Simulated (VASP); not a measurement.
A run of VASP 6.6.1 is set up as follows.

Contents of INCAR:

```
SYSTEM = Mg
PREC = Accurate ; ENCUT = 600
EDIFF = 1E-6 ; ISMEAR = 0
SIGMA = 0.1 ; LREAL = .FALSE.
LASPH = .TRUE. ; NELM = 120
ALGO = Normal ; ISIF = 2
LWAVE = .FALSE. ; LCHARG = .FALSE.
GGA = PE ; IVDW = 12
NBANDS = 7 ; GGA_COMPAT = .FALSE.
```

The input KPOINTS:

```
Automatic mesh
0
G
  6 6 6
  0 0 0
```

POSCAR

```
Mg
1.0
   -1.8359916300      1.8359916300      1.6794040200
    1.8359916300     -1.8359916300      1.6794040200
    1.8359916300      1.8359916300     -1.6794040200
Mg
1
Direct
    0.0000000000      0.0000000000      0.0000000000
```

Potentials or basis: VASP PAW PBE potentials, release 64 (Mg).

The run is started by

```sh
$ cat potpaw_PBE.64/Mg/POTCAR > POTCAR
$ mpirun -np 1 vasp_std > vasp.out
```

Task: Estimate the band gap on the k mesh.

Result: Zero (bands 1 and 2 overlap by 4.55 eV).

Task: What does it give for the pressure?

Result: -1.5 GPa.

Stress tensor (GPa, compression positive):
```
-2.87  0.00  0.00
 0.00 -2.87  0.00
 0.00  0.00  1.24
```

Caveat: the k points lie up to 0.42 Å⁻¹ apart, too coarse for converged energies and pressures of a metal.
